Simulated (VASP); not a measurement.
# Cu (I4/mmm) in VASP: notebook

The runs below take Cu through single point, with PBE.

All numbers are computed with VASP 6.6.1; they aren't measurements. Logs are shortened: lines on timing, memory, paths and dates and some standing lists are left out, and cuts for length are marked.

**1. The cell of the first run**

The structure is tetragonal, space group I4/mmm (No. 139). The conventional cell has a = 2.907 Å, b = 2.907 Å, c = 2.839 Å, α = 90.00°, β = 90.00°, γ = 90.00°. Within 3.3 Å of Cu (site symmetry 4/mmm) lie 14 Cu at 2.50 to 2.91 Å.

**2. Single point, PBE (12.00 Å³/atom)**

The input, INCAR:

```
SYSTEM = Cu
  PREC = Accurate
  ENCUT = 520
  EDIFF = 1E-7
  ISMEAR = 0
  SIGMA = 0.15
  LREAL = .False.
  LASPH = .True.
  NELM = 60
  ALGO = Fast
  ISIF = 2
  LWAVE = .False.
  LCHARG = .False.
  GGA = PE
  NBANDS = 12
```

The input, KPOINTS:

```
regular mesh
0
Gamma
  24 24 24
  0 0 0
```

The input, POSCAR:

```
Cu
1.0
   -1.4536617129      1.4536617129      1.4195006627
    1.4536617129     -1.4536617129      1.4195006627
    1.4536617129      1.4536617129     -1.4195006627
Cu
1
Direct
    0.0000000000      0.0000000000      0.0000000000
```

Potentials or basis: VASP PAW PBE potentials, release 64 (Cu).

On the command line:

```sh
$ cat potpaw_PBE.64/Cu/POTCAR > POTCAR
$ mpirun -np 1 vasp_std > vasp.out
```

OUTCAR:

```text
SYSTEM = Cu
   PREC = Accurate
   ENCUT = 520
   EDIFF = 1E-7
   ISMEAR = 0
   LREAL = .False.
   LASPH = .True.
   NELM = 60
   ISIF = 2
   GGA = PE

 ion  position               nearest neighbor table
   1  0.000  0.000  0.000-

  LATTYP: Found a body centered tetragonal cell.
 ALAT       =     2.9073234258
 C/A-ratio  =     0.9765000000

  Lattice vectors:

 A1 = (  -1.4536617129,   1.4536617129,   1.4195006627)
 A2 = (   1.4536617129,  -1.4536617129,   1.4195006627)
 A3 = (   1.4536617129,   1.4536617129,  -1.4195006627)

Analysis of symmetry for initial positions (statically):
=====================================================================
 Subroutine PRICEL returns:
 Original cell was already a primitive cell.

 Routine SETGRP: Setting up the symmetry group for a
 body centered tetragonal supercell.

 Subroutine GETGRP returns: Found 16 space group operations
 (whereof 16 operations were pure point group operations)
 out of a pool of 16 trial point group operations.

The static configuration has the point symmetry D_4h.

Analysis of symmetry for dynamics (positions and initial velocities):
=====================================================================
 Subroutine PRICEL returns:
 Original cell was already a primitive cell.

 Routine SETGRP: Setting up the symmetry group for a
 body centered tetragonal supercell.

 Subroutine GETGRP returns: Found 16 space group operations
 (whereof 16 operations were pure point group operations)
 out of a pool of 16 trial point group operations.

The dynamic configuration has the point symmetry D_4h.

 Subroutine INISYM returns: Found 16 space group operations
 (whereof 16 operations are pure point group operations),
 and found     1 'primitive' translations

----------------------------------------------------------------------------------------

                                     Primitive cell

  volume of cell :      11.9984

  direct lattice vectors                    reciprocal lattice vectors
    -1.453661713  1.453661713  1.419500663     0.000000000  0.343958980  0.352236539
     1.453661713 -1.453661713  1.419500663     0.343958980  0.000000000  0.352236539
     1.453661713  1.453661713 -1.419500663     0.343958980  0.343958980  0.000000000

  length of vectors
     2.498248763  2.498248763  2.498248763     0.492319367  0.492319367  0.486431454

  position of ions in fractional coordinates (direct lattice)
     0.000000000  0.000000000  0.000000000

  ion indices of the primitive-cell ions
   primitive index   ion index
                 1           1

----------------------------------------------------------------------------------------

 KPOINTS: regular mesh

Automatic generation of k-mesh.
 Grid dimensions read from file:
 generate k-points for:   24   24   24

 Generating k-lattice:

  Cartesian coordinates                     Fractional coordinates (reciprocal lattice)
     0.000000000  0.014331624  0.014676522     0.041666667  0.000000000  0.000000000
     0.014331624  0.000000000  0.014676522     0.000000000  0.041666667  0.000000000
     0.014331624  0.014331624  0.000000000     0.000000000  0.000000000  0.041666667

  Length of vectors
     0.020513307  0.020513307  0.020267977

  Shift w.r.t. Gamma in fractional coordinates (k-lattice)
     0.000000000  0.000000000  0.000000000

 Subroutine IBZKPT returns following result:
 ===========================================

 Found   1063 irreducible k-points:

 Following reciprocal coordinates:
            Coordinates               Weight
  0.000000  0.000000  0.000000      1.000000
  0.041667  0.000000 -0.000000      8.000000
  0.083333  0.000000 -0.000000      8.000000
  0.125000  0.000000  0.000000      8.000000
  0.166667  0.000000  0.000000      8.000000
  0.208333  0.000000 -0.000000      8.000000
[... 16 lines left out ...]
  0.416667  0.041667 -0.000000     16.000000
  0.458333  0.041667  0.000000     16.000000
 [... further k-points ...]
   k-points           NKPTS =   1063   k-points in BZ     NKDIM =   1063   number of bands    NBANDS=     12
   number of dos      NEDOS =    301   number of ions     NIONS =      1
   total plane-waves  NPLWV =   8000
   dimension x,y,z NGX =    20 NGY =   20 NGZ =   20
   dimension x,y,z NGXF=    40 NGYF=   40 NGZF=   40
   ions per type =               1
   NGX,Y,Z   is equivalent  to a cutoff of  13.31, 13.31, 13.31 a.u.
   NGXF,Y,Z  is equivalent  to a cutoff of  26.62, 26.62, 26.62 a.u.
 SYSTEM =  Cu
   PREC   = accura    normal or accurate (medium, high low for compatibility)
   ISTART =      0    job   : 0-new  1-cont  2-samecut
   ICHARG =      2    charge: 1-file 2-atom 10-const
   ISPIN  =      1    spin polarized calculation?
   LNONCOLLINEAR =      F non collinear calculations
   LSORBIT =      F    spin-orbit coupling
   LASPH  =      T    aspherical Exc in radial PAW
   ENCUT  =  520.0 eV  38.22 Ry    6.18 a.u.   4.65  4.65  4.65*2*pi/ulx,y,z
   NELM   =     60;   NELMIN=  2; NELMDL= -5     # of ELM steps
   EDIFF  = 0.1E-06   stopping-criterion for ELM
   LREAL  =      F    real-space projection
   EDIFFG = 0.1E-05   stopping-criterion for IOM
   NSW    =      0    number of steps for IOM
   IBRION =     -1    ionic relax: 0-MD 1-quasi-New 2-CG
   NFREE  =      0    steps in history (QN), initial steepest desc. (CG)
   ISIF   =      2    stress and relaxation
   ISYM   =      2    0-nonsym 1-usesym 2-fastsym
   POTIM  = 0.5000    time-step for ionic-motion
   TEBEG  =    0.0;   TEEND  =   0.0 temperature during run
   PSTRESS=    0.0 pullay stress
   NELECT =      11.0000    total number of electrons
   NUPDOWN=      -1.0000    fix difference up-down
   EMIN   =  10.00;   EMAX   =-10.00  energy-range for DOS
   EFERMI =   0.00;   METHOD = LEGACY
   ISMEAR =     0;   SIGMA  =   0.15  broadening in eV -4-tet -1-fermi 0-gaus
   EFERMI_NEDOS =   21; number of points for ismear=-14 and -15
   IALGO  =     68    algorithm
   IMIX   =      4    mixing-type and parameters
     AMIX     =   0.40;   BMIX     =  1.00
     AMIX_MAG =   1.60;   BMIX_MAG =  1.00
  volume/ion in A,a.u.               =      12.00        80.97
  Fermi-wavevector in a.u.,A,eV,Ry     =   1.590370  3.005364 34.412918  2.529278
  Thomas-Fermi vector in A             =   2.689076
   LORBIT       =      0    0 simple, 1 ext, 2 COOP (PROOUT), +10 PAW based schemes
   GGA     = PE    functional components
   LHFCALC =     F    Hartree Fock is set to
   AEXX    =    0.0000 exact exchange contribution
   IVDW    =     0    specifies the selected vdW correction
   LEPSILON=     F    determine dielectric tensor
   LRPA    =     F    only Hartree local field effects (RPA)
 non-spin polarized calculation
 RMM-DIIS sequential band-by-band and
 Gauss-broadening in eV      SIGMA  =   0.15
  energy-cutoff  :      520.00
  volume of cell :       12.00
 maximum number of plane-waves:       338
   NGX =  9   NGY =  9   NGZ =  9

 number of electron      11.0000000 magnetization

 Free energy of the ion-electron system (eV)
  ---------------------------------------------------
  ext. energy  EPLUGINS =         0.00000000
  ---------------------------------------------------
  free energy    TOTEN  =        -3.69330252 eV

  energy without entropy =       -3.68855255  energy(sigma->0) =       -3.69092753

 E-fermi :   7.3920     XC(G=0): -12.6360

 val. band max:        7.3917707027   @ k =   0.2917   0.1250   0.0833
 cond. band min:       7.3948651649   @ k =  -0.0833   0.5000   0.0417
 fundamental gap:      0.0030944622
 Fermi energy:         7.3919970477

 k-point     1 :       0.0000    0.0000    0.0000
  band No.  band energies     occupation
      1      -1.8344      2.00000
      2       4.2773      2.00000
      3       4.3670      2.00000
      4       4.3670      2.00000
      5       5.2735      2.00000
      6       5.3677      2.00000
      7      32.0884      0.00000
      8      32.0884      0.00000
      9      32.6583      0.00000
     10      35.3286      0.00000
     11      35.3306      0.00000
     12      35.8814      0.00000

 k-point     2 :       0.0417    0.0000   -0.0000
  band No.  band energies     occupation
      1      -1.7675      2.00000
      2       4.2806      2.00000
      3       4.3662      2.00000
      4       4.3763      2.00000
      5       5.2720      2.00000
      6       5.3585      2.00000
      7      31.5370      0.00000
      8      31.8945      0.00000
      9      32.2116      0.00000
     10      34.3647      0.00000
     11      34.4785      0.00000
     12      34.8534      0.00000

 k-point     3 :       0.0833    0.0000   -0.0000
  band No.  band energies     occupation
      1      -1.5682      2.00000
      2       4.2618      2.00000
      3       4.3621      2.00000
      4       4.4329      2.00000
      5       5.2642      2.00000
      6       5.3383      2.00000
      7      29.7914      0.00000
      8      31.3753      0.00000
      9      31.4248      0.00000
     10      32.9932      0.00000
     11      33.6877      0.00000
     12      34.4637      0.00000
[... 286 lines left out ...]
 k-point    23 :       0.4167    0.0417   -0.0000
  band No.  band energies     occupation
      1       2.4287      2.00000
      2       3.6383      2.00000
      3       5.2405      2.00000
      4       5.4047      2.00000
      5       5.7641      2.00000
      6       6.5210      2.00000
      7      12.8226      0.00000
      8      24.0224      0.00000
      9      24.6998      0.00000
     10      28.9205      0.00000
     11      31.6492      0.00000
     12      39.9144      0.00000

 k-point    24 :       0.4583    0.0417    0.0000
  band No.  band energies     occupation
      1       2.4824      2.00000
      2       3.6156      2.00000
      3       5.2806      2.00000
      4       5.4103      2.00000
      5       5.8933      2.00000
      6       7.0526      1.99862
      7      11.8863      0.00000
      8      23.8323      0.00000
      9      24.5314      0.00000
     10      28.8572      0.00000
     11      31.6340      0.00000
     12      40.4745      0.00000

 [... further k-points ...]
[... 5 lines left out ...]
  --------------------------------------------------------------------------------------
  -------------------------------------------------------------------------------------
  Total        0.0709920      0.0709920      0.0605652      0.0000000      0.0000000      0.0000000
  in kB        9.4797662      9.4797662      8.0874457      0.0000000      0.0000000      0.0000000
  external PRESSURE =       9.0156594 kB  Pullay stress =       0.0000000 kB

 VOLUME and BASIS-vectors are now :
 -----------------------------------------------------------------------------
  energy-cutoff  :      520.00
  volume of cell :       12.00
      direct lattice vectors                 reciprocal lattice vectors
    -1.453661713  1.453661713  1.419500663     0.000000000  0.343958980  0.352236539
     1.453661713 -1.453661713  1.419500663     0.343958980  0.000000000  0.352236539
     1.453661713  1.453661713 -1.419500663     0.343958980  0.343958980  0.000000000

 POSITION                                       TOTAL-FORCE (eV/Angst)
 -----------------------------------------------------------------------------------
      0.00000      0.00000      0.00000        -0.000000      0.000000      0.000000
 -----------------------------------------------------------------------------------
    total drift:                                0.000000     -0.000000      0.000000

  FREE ENERGIE OF THE ION-ELECTRON SYSTEM (eV)
  ---------------------------------------------------
  free  energy   TOTEN  =        -3.6933025152 eV

  energy  without entropy=       -3.6885525536  energy(sigma->0) =       -3.69092753
```

Wall time 2.4 min (1 thread of Intel Xeon Platinum 8488C (Sapphire Rapids), shared host); peak memory 0.25 GiB.

Results:

- Free energy: -3.6933 eV
- Pressure: 0.9 GPa
- Band gap on the k mesh: zero (an odd number of electrons rules out a gap without spin polarisation)

**3. Single point, PBE (12.00 Å³/atom)**

The input, INCAR:

```
ALGO = Fast
EDIFF = 1E-6
ENCUT = 520
GGA = PE
ISIF = 2
ISMEAR = 0
LASPH = T
LCHARG = F
LREAL = F
LWAVE = F
NBANDS = 12
NELM = 100
PREC = Accurate
SIGMA = 0.15
```

The input, KPOINTS:

```
k-points
0
Gamma
  24 24 24
```

The input, POSCAR:

```
Cu
1.0
   -1.4152000519      1.4152000519      1.4977062149
    1.4152000519     -1.4152000519      1.4977062149
    1.4152000519      1.4152000519     -1.4977062149
Cu
1
Direct
    0.0000000000      0.0000000000      0.0000000000
```

Potentials or basis: VASP PAW PBE potentials, release 64 (Cu).

On the command line:

```sh
$ cat potpaw_PBE.64/Cu/POTCAR > POTCAR
$ mpirun -np 1 vasp_std > vasp.out
```

It took 2.2 min on 1 thread of Intel Xeon Platinum 8488C (Sapphire Rapids), shared host; peak memory 0.26 GiB.

Results (log left out):

```yaml
Free_energy: -3.6945 eV
Pressure: 0.8 GPa
Band_gap_on_the_k_mesh: zero (an odd number of electrons rules out a gap without spin polarisation)
```

Stress tensor (GPa, compression positive):
```
0.49 0.00 0.00
0.00 0.49 0.00
0.00 0.00 1.46
```

Levels at points of the mesh, in eV from the Fermi level:
| k point | band 3 | band 4 | band 5 | band 6 | band 7 | band 8 | band 9 | band 10 |
| --- | --- | --- | --- | --- | --- | --- | --- | --- |
| (0.00, 0.00, 0.00) | -3.12 | -2.92 | -2.19 | -1.99 | 24.15 | 25.12 | 25.12 | 27.22 |
| (0.50, 0.00, 0.00) | -2.24 | -1.95 | -1.38 | -0.68 | 4.07 | 17.87 | 17.92 | 21.63 |
| (0.50, 0.50, 0.00) | -1.98 | -1.90 | -1.34 | -0.26 | 4.66 | 16.33 | 16.43 | 20.31 |
| (0.50, 0.50, 0.50) | -1.56 | -1.51 | -1.51 | 6.78 | 8.84 | 8.84 | 12.58 | 14.04 |

**4. Single point, PBE (12.00 Å³/atom)**

The input, INCAR:

```
SYSTEM = Cu
ALGO = Fast
EDIFF = 1E-6
ENCUT = 520
GGA = PE
ISIF = 2
ISMEAR = 0
LASPH = .True.
LCHARG = .False.
LREAL = .False.
LWAVE = .False.
NBANDS = 12
NELM = 60
PREC = Accurate
SIGMA = 0.15
```

The input, KPOINTS:

```
k-points
0
Gamma
  24 24 24
  0 0 0
```

The input, POSCAR:

```
Cu
1.0
   -1.4342914165      1.4342914165      1.4581006541
    1.4342914165     -1.4342914165      1.4581006541
    1.4342914165      1.4342914165     -1.4581006541
Cu
1
Direct
    0.0000000000      0.0000000000      0.0000000000
```

On the command line:

```sh
$ cat potpaw_PBE.64/Cu/POTCAR > POTCAR
$ mpirun -np 1 vasp_std > vasp.out
```

It took 2.4 min on 1 thread of Intel Xeon Platinum 8488C (Sapphire Rapids), shared host; peak memory 0.25 GiB.

It converged, with:

- Free energy: -3.6933 eV
- Pressure: 0.9 GPa
- Band gap on the k mesh: zero (an odd number of electrons rules out a gap without spin polarisation)

Stress tensor (GPa, compression positive):
```
0.81 0.00 0.00
0.00 0.81 0.00
0.00 0.00 1.02
```

Levels at points of the mesh, in eV from the Fermi level:
```csv
k point,band 3,band 4,band 5,band 6,band 7,band 8,band 9,band 10
"(0.00, 0.00, 0.00)",-3.08,-3.02,-2.10,-2.04,24.68,25.01,25.01,27.82
"(0.50, 0.00, 0.00)",-2.14,-1.97,-1.36,-0.59,4.20,17.51,17.51,21.29
"(0.50, 0.50, 0.00)",-2.07,-1.95,-1.35,-0.46,4.38,17.05,17.09,20.91
"(0.50, 0.50, 0.50)",-1.53,-1.52,-1.52,7.73,8.33,8.33,13.28,13.64
```

**5. Overview**

| cell | further INCAR settings | gap on the mesh (eV) | pressure (GPa) |
| --- | --- | --- | --- |
| a = 2.498 Å, angles 108.8, 108.8, 110.8°, 1 atom | ALGO = Fast; EDIFF = 1e-07; NBANDS = 12 | none | 0.9 |
| a = 2.500 Å, angles 111.0, 111.0, 106.4°, 1 atom | ALGO = Fast; EDIFF = 1e-06; NBANDS = 12 | none | 0.8 |
| a = 2.498 Å, angles 109.9, 109.9, 108.6°, 1 atom | ALGO = Fast; EDIFF = 1e-06; NBANDS = 12 | none | 0.9 |

Alike in all rows: task single point; level PBE; potentials or basis VASP PAW PBE potentials, release 64 (Cu); no spin polarisation; k mesh 24 × 24 × 24; cutoff (eV) 520; smearing gaussian 0.15 eV.

Absolute energies hang on the potentials; compare differences alone.
